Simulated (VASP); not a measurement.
# PbO2 (P4_2/mnm) in VASP: further runs

The runs below take PbO2 through single point, with PBE.

All numbers are computed with VASP 6.6.1; they aren't measurements. Logs are shortened: lines on timing, memory, paths and dates and some standing lists are left out, and cuts for length are marked.

**1. The cell of the first run**

The structure is tetragonal, space group P4_2/mnm (No. 136). Conventional cell: a = 5.120 Å, b = 5.120 Å, c = 3.340 Å, α = 90.00°, β = 90.00°, γ = 90.00°. Within 2.9 Å of Pb (site symmetry mmm) lie 6 O at 2.17 to 2.23 Å. O (site symmetry m2m) has 3 Pb at 2.17 to 2.23 Å and 1 O at 2.78 Å within 2.9 Å.

**2. Single point, PBE (uniaxial strain along c: -3.0 %)**

Contents of INCAR:

```
ALGO = Normal
EDIFF = 1E-6
ENCUT = 520
GGA = PE
ISIF = 2
ISMEAR = 0
LASPH = True
LCHARG = False
LREAL = False
LWAVE = False
NBANDS = 35
NELM = 100
PREC = Accurate
SIGMA = 0.1
```

Contents of KPOINTS:

```
k-points
0
Gamma
  8 8 10
```

Contents of POSCAR:

```
PbO2
1.0
    5.1195767152      0.0000000000      0.0000000000
    0.0000000000      5.1195767152      0.0000000000
    0.0000000000      0.0000000000      3.3398813305
Pb O
2 4
Direct
    0.0000000000      0.0000000000      0.0000000000
    0.5000000000      0.5000000000      0.5000000000
    0.3078581945      0.3078581945      0.0000000000
    0.1921418055      0.8078581945      0.5000000000
    0.6921418055      0.6921418055      0.0000000000
    0.8078581945      0.1921418055      0.5000000000
```

Potentials or basis: VASP PAW PBE potentials, release 64 (Pb_d, O).

Launch:

```console
$ cat potpaw_PBE.64/Pb_d/POTCAR potpaw_PBE.64/O/POTCAR > POTCAR
$ mpirun -np 1 vasp_std > vasp.out
```

OUTCAR:

```text
EDIFF = 1E-6
   ENCUT = 520
   GGA = PE
   ISIF = 2
   ISMEAR = 0
   LASPH = True
   LREAL = False
   NELM = 100
   PREC = Accurate

 ion  position               nearest neighbor table
   1  0.000  0.000  0.000-   4 2.17   6 2.17   4 2.17   6 2.17   5 2.23   3 2.23   2 3.99   2 3.99
                             2 3.99   2 3.99   2 3.99   2 3.99   2 3.99   2 3.99
   2  0.500  0.500  0.500-   3 2.17   5 2.17   3 2.17   5 2.17   4 2.23   6 2.23   1 3.99   1 3.99
                             1 3.99   1 3.99   1 3.99   1 3.99   1 3.99   1 3.99
   3  0.308  0.308  0.000-   2 2.17   2 2.17   1 2.23
   4  0.192  0.808  0.500-   1 2.17   1 2.17   2 2.23
   5  0.692  0.692  0.000-   2 2.17   2 2.17   1 2.23
   6  0.808  0.192  0.500-   1 2.17   1 2.17   2 2.23

  LATTYP: Found a simple tetragonal cell.
 ALAT       =     5.1195767152
 C/A-ratio  =     0.6523745060

  Lattice vectors:

 A1 = (   5.1195767152,   0.0000000000,   0.0000000000)
 A2 = (   0.0000000000,   5.1195767152,   0.0000000000)
 A3 = (   0.0000000000,   0.0000000000,   3.3398813305)

Analysis of symmetry for initial positions (statically):
=====================================================================
 Subroutine PRICEL returns:
 Original cell was already a primitive cell.

 Routine SETGRP: Setting up the symmetry group for a
 simple tetragonal supercell.

 Subroutine GETGRP returns: Found 16 space group operations
 (whereof  8 operations were pure point group operations)
 out of a pool of 16 trial point group operations.

The static configuration has the point symmetry D_2h.
 The point group associated with its full space group is D_4h.

Analysis of symmetry for dynamics (positions and initial velocities):
=====================================================================
 Subroutine PRICEL returns:
 Original cell was already a primitive cell.

 Routine SETGRP: Setting up the symmetry group for a
 simple tetragonal supercell.

 Subroutine GETGRP returns: Found 16 space group operations
 (whereof  8 operations were pure point group operations)
 out of a pool of 16 trial point group operations.

The dynamic configuration has the point symmetry D_2h.
 The point group associated with its full space group is D_4h.

 Subroutine INISYM returns: Found 16 space group operations
 (whereof  8 operations are pure point group operations),
 and found     1 'primitive' translations

----------------------------------------------------------------------------------------

                                     Primitive cell

  volume of cell :      87.5385

  direct lattice vectors                    reciprocal lattice vectors
     5.119576715  0.000000000  0.000000000     0.195328648  0.000000000  0.000000000
     0.000000000  5.119576715  0.000000000     0.000000000  0.195328648  0.000000000
     0.000000000  0.000000000  3.339881330     0.000000000  0.000000000  0.299411836

  length of vectors
     5.119576715  5.119576715  3.339881330     0.195328648  0.195328648  0.299411836

  position of ions in fractional coordinates (direct lattice)
     0.000000000  0.000000000  0.000000000
     0.500000000  0.500000000  0.500000000
     0.307858194  0.307858194  0.000000000
     0.192141806  0.807858194  0.500000000
     0.692141806  0.692141806  0.000000000
     0.807858194  0.192141806  0.500000000

  ion indices of the primitive-cell ions
   primitive index   ion index
                 1           1
                 2           2
                 3           3
                 4           4
                 5           5
                 6           6

----------------------------------------------------------------------------------------

 KPOINTS: k-points

Automatic generation of k-mesh.
 Grid dimensions read from file:
 generate k-points for:    8    8   10

 Generating k-lattice:

  Cartesian coordinates                     Fractional coordinates (reciprocal lattice)
     0.024416081  0.000000000  0.000000000     0.125000000  0.000000000  0.000000000
     0.000000000  0.024416081  0.000000000     0.000000000  0.125000000  0.000000000
     0.000000000  0.000000000  0.029941184     0.000000000  0.000000000  0.100000000

  Length of vectors
     0.024416081  0.024416081  0.029941184

  Shift w.r.t. Gamma in fractional coordinates (k-lattice)
     0.000000000  0.000000000  0.000000000

 Subroutine IBZKPT returns following result:
 ===========================================

 Found     90 irreducible k-points:

 Following reciprocal coordinates:
            Coordinates               Weight
  0.000000  0.000000  0.000000      1.000000
  0.125000  0.000000  0.000000      4.000000
  0.250000  0.000000  0.000000      4.000000
  0.375000  0.000000  0.000000      4.000000
  0.500000  0.000000  0.000000      2.000000
  0.125000  0.125000  0.000000      4.000000
[... 16 lines left out ...]
  0.375000  0.125000  0.100000     16.000000
  0.500000  0.125000  0.100000      8.000000
 [... further k-points ...]
   k-points           NKPTS =     90   k-points in BZ     NKDIM =     90   number of bands    NBANDS=     35
   number of dos      NEDOS =    301   number of ions     NIONS =      6
   total plane-waves  NPLWV =  44800
   dimension x,y,z NGX =    40 NGY =   40 NGZ =   28
   dimension x,y,z NGXF=    80 NGYF=   80 NGZF=   56
   ions per type =               2   4
   NGX,Y,Z   is equivalent  to a cutoff of  12.99, 12.99, 13.94 a.u.
   NGXF,Y,Z  is equivalent  to a cutoff of  25.98, 25.98, 27.87 a.u.
 SYSTEM =  unknown system
   PREC   = accura    normal or accurate (medium, high low for compatibility)
   ISTART =      0    job   : 0-new  1-cont  2-samecut
   ICHARG =      2    charge: 1-file 2-atom 10-const
   ISPIN  =      1    spin polarized calculation?
   LNONCOLLINEAR =      F non collinear calculations
   LSORBIT =      F    spin-orbit coupling
   LASPH  =      T    aspherical Exc in radial PAW
   ENCUT  =  520.0 eV  38.22 Ry    6.18 a.u.   9.52  9.52  6.21*2*pi/ulx,y,z
   NELM   =    100;   NELMIN=  2; NELMDL= -5     # of ELM steps
   EDIFF  = 0.1E-05   stopping-criterion for ELM
   LREAL  =      F    real-space projection
[... 7 lines left out ...]
   TEBEG  =    0.0;   TEEND  =   0.0 temperature during run
   PSTRESS=    0.0 pullay stress
   NELECT =      52.0000    total number of electrons
   NUPDOWN=      -1.0000    fix difference up-down
   EMIN   =  10.00;   EMAX   =-10.00  energy-range for DOS
   EFERMI =   0.00;   METHOD = LEGACY
   ISMEAR =     0;   SIGMA  =   0.10  broadening in eV -4-tet -1-fermi 0-gaus
   EFERMI_NEDOS =   21; number of points for ismear=-14 and -15
   IALGO  =     38    algorithm
   IMIX   =      4    mixing-type and parameters
     AMIX     =   0.40;   BMIX     =  1.00
     AMIX_MAG =   1.60;   BMIX_MAG =  1.00
  volume/ion in A,a.u.               =      14.59        98.46
  Fermi-wavevector in a.u.,A,eV,Ry     =   1.376183  2.600609 25.767802  1.893880
  Thomas-Fermi vector in A             =   2.501451
   LORBIT       =      0    0 simple, 1 ext, 2 COOP (PROOUT), +10 PAW based schemes
   GGA     = PE    functional components
   LHFCALC =     F    Hartree Fock is set to
   AEXX    =    0.0000 exact exchange contribution
   IVDW    =     0    specifies the selected vdW correction
   LEPSILON=     F    determine dielectric tensor
   LRPA    =     F    only Hartree local field effects (RPA)
 non-spin polarized calculation
 Gauss-broadening in eV      SIGMA  =   0.10
  energy-cutoff  :      520.00
  volume of cell :       87.54
 maximum number of plane-waves:      2404
 NGX is ok and might be reduce to    40
   NGX = 19   NGY = 19   NGZ = 13

 number of electron      51.9999995 magnetization

 Free energy of the ion-electron system (eV)
  ---------------------------------------------------
  ext. energy  EPLUGINS =         0.00000000
  ---------------------------------------------------
  free energy    TOTEN  =       -31.81748860 eV

  energy without entropy =      -31.81541390  energy(sigma->0) =      -31.81645125

 E-fermi :   3.9302     XC(G=0): -10.4326

 val. band max:        3.9193125745   @ k =   0.1250   0.0000   0.0000
 cond. band min:       3.9691256878   @ k =   0.0000   0.0000   0.0000
 fundamental gap:      0.0498131133
 Fermi energy:         3.9302098579

 k-point     1 :       0.0000    0.0000    0.0000
  band No.  band energies     occupation
      1     -14.2702      2.00000
      2     -14.1969      2.00000
      3     -12.6127      2.00000
      4     -12.6127      2.00000
      5     -11.6414      2.00000
      6     -11.4932      2.00000
[... 27 lines left out ...]
     34      14.3520      0.00000
     35      15.4650      0.00000

 k-point     2 :       0.1250    0.0000    0.0000
  band No.  band energies     occupation
      1     -14.2380      2.00000
      2     -14.1758      2.00000
      3     -12.7380      2.00000
      4     -12.6838      2.00000
      5     -11.5088      2.00000
      6     -11.4737      2.00000
[... 27 lines left out ...]
     34      14.6173      0.00000
     35      15.4768      0.00000

 k-point     3 :       0.2500    0.0000    0.0000
  band No.  band energies     occupation
      1     -14.1503      2.00000
      2     -14.1171      2.00000
      3     -12.9695      2.00000
      4     -12.8610      2.00000
      5     -11.4447      2.00000
      6     -11.4445      2.00000
[... 27 lines left out ...]
     34      15.1916      0.00000
     35      15.5334      0.00000
[... 723 lines left out ...]
 k-point    23 :       0.3750    0.1250    0.1000
  band No.  band energies     occupation
      1     -14.0496      2.00000
      2     -13.9113      2.00000
      3     -13.3300      2.00000
      4     -13.0840      2.00000
      5     -11.4414      2.00000
      6     -11.3922      2.00000
[... 27 lines left out ...]
     34      15.5730      0.00000
     35      15.6719      0.00000

 k-point    24 :       0.5000    0.1250    0.1000
  band No.  band energies     occupation
      1     -13.9568      2.00000
      2     -13.9568      2.00000
      3     -13.2512      2.00000
      4     -13.2512      2.00000
      5     -11.4089      2.00000
      6     -11.4089      2.00000
[... 27 lines left out ...]
     34      15.4089      0.00000
     35      15.8284      0.00000

 [... further k-points ...]

------------------------ aborting loop because EDIFF is reached ----------------------------------------

  FORCE on cell =-STRESS in cart. coord.  units (eV):
  Direction    XX          YY          ZZ          XY          YZ          ZX
  --------------------------------------------------------------------------------------
  -------------------------------------------------------------------------------------
  Total        0.9187159      0.9187159      3.7179333      0.0000000      0.0000000      0.0000000
  in kB       16.8148379     16.8148379     68.0476347      0.0000000      0.0000000      0.0000000
  external PRESSURE =      33.8924368 kB  Pullay stress =       0.0000000 kB

 VOLUME and BASIS-vectors are now :
 -----------------------------------------------------------------------------
  energy-cutoff  :      520.00
  volume of cell :       87.54
      direct lattice vectors                 reciprocal lattice vectors
     5.119576715  0.000000000  0.000000000     0.195328648  0.000000000  0.000000000
     0.000000000  5.119576715  0.000000000     0.000000000  0.195328648  0.000000000
     0.000000000  0.000000000  3.339881330     0.000000000  0.000000000  0.299411836

 POSITION                                       TOTAL-FORCE (eV/Angst)
 -----------------------------------------------------------------------------------
      0.00000      0.00000      0.00000         0.000000     -0.000000     -0.000000
      2.55979      2.55979      1.66994         0.000000     -0.000000     -0.000000
      1.57610      1.57610      0.00000        -0.056768     -0.056768     -0.000000
      0.98368      4.13589      1.66994         0.056768     -0.056768     -0.000000
      3.54347      3.54347      0.00000         0.056768      0.056768      0.000000
      4.13589      0.98368      1.66994        -0.056768      0.056768      0.000000
 -----------------------------------------------------------------------------------
    total drift:                               -0.000000      0.000000     -0.000000

  FREE ENERGIE OF THE ION-ELECTRON SYSTEM (eV)
  ---------------------------------------------------
  free  energy   TOTEN  =       -31.8174886020 eV

  energy  without entropy=      -31.8154138971  energy(sigma->0) =      -31.81645125
```

Run time: 1.9 min. Hardware: 1 thread of Intel Xeon 6975P-C (Granite Rapids), shared host; peak memory 0.35 GiB.

Results:

```
Free energy   : -31.8175 eV
Pressure      : 3.4 GPa
Largest force : 0.080 eV/Å
```

Forces in eV/Å, atoms in the order of the input:
```
Pb   0.000  0.000  0.000
Pb   0.000  0.000  0.000
O   -0.057 -0.057  0.000
O    0.057 -0.057  0.000
O    0.057  0.057  0.000
O   -0.057  0.057  0.000
```

Levels at points of the mesh, in eV from the Fermi level:
| k point | band 24 | band 25 | band 26 | band 27 | band 28 | band 29 |
| --- | --- | --- | --- | --- | --- | --- |
| (0.00, 0.00, 0.00) | -0.59 | -0.59 | -0.54 | 0.04 | 4.16 | 5.95 |
| (0.50, 0.00, 0.00) | -0.62 | -0.45 | -0.45 | 2.14 | 2.14 | 6.58 |
| (0.50, 0.50, 0.00) | -0.64 | -0.57 | -0.57 | 2.64 | 2.64 | 6.71 |
| (0.00, 0.00, 0.50) | -1.09 | -0.79 | -0.79 | 3.50 | 3.50 | 8.54 |
| (0.50, 0.00, 0.50) | -0.80 | -0.36 | -0.36 | 3.75 | 3.75 | 6.92 |
| (0.50, 0.50, 0.50) | -0.70 | -0.60 | -0.60 | 2.63 | 2.63 | 8.11 |

Caveat: the cell differs from its parent crystal (uniaxial strain along c: -3.0 %); the cell stands under pressure; spin-orbit coupling is left out, which moves the levels of the heavy elements.

**3. Single point, PBE (uniaxial strain along c: -1.5 %)**

Contents of INCAR:

```
SYSTEM = PbO2
ALGO = Normal
EDIFF = 1E-6
ENCUT = 520
GGA = PE
ISIF = 2
ISMEAR = 0
LASPH = .TRUE.
LCHARG = .FALSE.
LREAL = .FALSE.
LWAVE = .FALSE.
NBANDS = 35
NELM = 60
PREC = Accurate
SIGMA = 0.1
```

Contents of KPOINTS:

```
k-points
0
G
  8 8 10
  0 0 0
```

Contents of POSCAR:

```
PbO2
1.0
    5.1005212188      0.0000000000      0.0000000000
    0.0000000000      5.1005212188      0.0000000000
    0.0000000000      0.0000000000      3.3915289799
Pb O
2 4
Direct
    0.0000000000      0.0000000000      0.0000000000
    0.5000000000      0.5000000000      0.5000000000
    0.3079158087      0.3079158087      0.0000000000
    0.1920841913      0.8079158087      0.5000000000
    0.6920841913      0.6920841913      0.0000000000
    0.8079158087      0.1920841913      0.5000000000
```

Potentials or basis: VASP PAW PBE potentials, release 64 (Pb_d, O).

Launch:

```console
$ cat potpaw_PBE.64/Pb_d/POTCAR potpaw_PBE.64/O/POTCAR > POTCAR
$ mpirun -np 1 vasp_std > vasp.out
```

Wall time 2.2 min (1 thread of Intel Xeon 6975P-C (Granite Rapids), shared host); peak memory 0.35 GiB.

It converged, with:

| Quantity | Value |
| --- | --- |
| Free energy | -31.8555 eV |
| Pressure | 1.7 GPa |
| Largest force | 0.039 eV/Å |

Forces on the atoms (eV/Å):
```
Pb   0.000  0.000  0.000
Pb   0.000  0.000  0.000
O   -0.027 -0.027  0.000
O    0.027 -0.027  0.000
O    0.027  0.027  0.000
O   -0.027  0.027  0.000
```

Stress tensor (GPa, compression positive):
```
0.90 0.00 0.00
0.00 0.90 0.00
0.00 0.00 3.37
```

Levels at points of the mesh, in eV from the Fermi level:
| k point | band 23 | band 24 | band 25 | band 26 | band 27 | band 28 | band 29 | band 30 |
| --- | --- | --- | --- | --- | --- | --- | --- | --- |
| (0.00, 0.00, 0.00) | -0.62 | -0.62 | -0.61 | -0.61 | 0.06 | 4.01 | 5.84 | 5.84 |
| (0.50, 0.00, 0.00) | -0.65 | -0.65 | -0.41 | -0.41 | 2.09 | 2.09 | 6.45 | 6.45 |
| (0.50, 0.50, 0.00) | -0.67 | -0.67 | -0.52 | -0.52 | 2.54 | 2.54 | 6.60 | 6.60 |
| (0.00, 0.00, 0.50) | -1.06 | -1.06 | -0.77 | -0.77 | 3.43 | 3.43 | 8.56 | 8.56 |
| (0.50, 0.00, 0.50) | -0.76 | -0.76 | -0.32 | -0.32 | 3.70 | 3.70 | 6.96 | 6.96 |
| (0.50, 0.50, 0.50) | -0.67 | -0.67 | -0.55 | -0.55 | 2.57 | 2.57 | 8.11 | 8.11 |

Caveat: the cell differs from its parent crystal (uniaxial strain along c: -1.5 %); spin-orbit coupling is left out, which moves the levels of the heavy elements.

(Continued in part 2 of 2.)
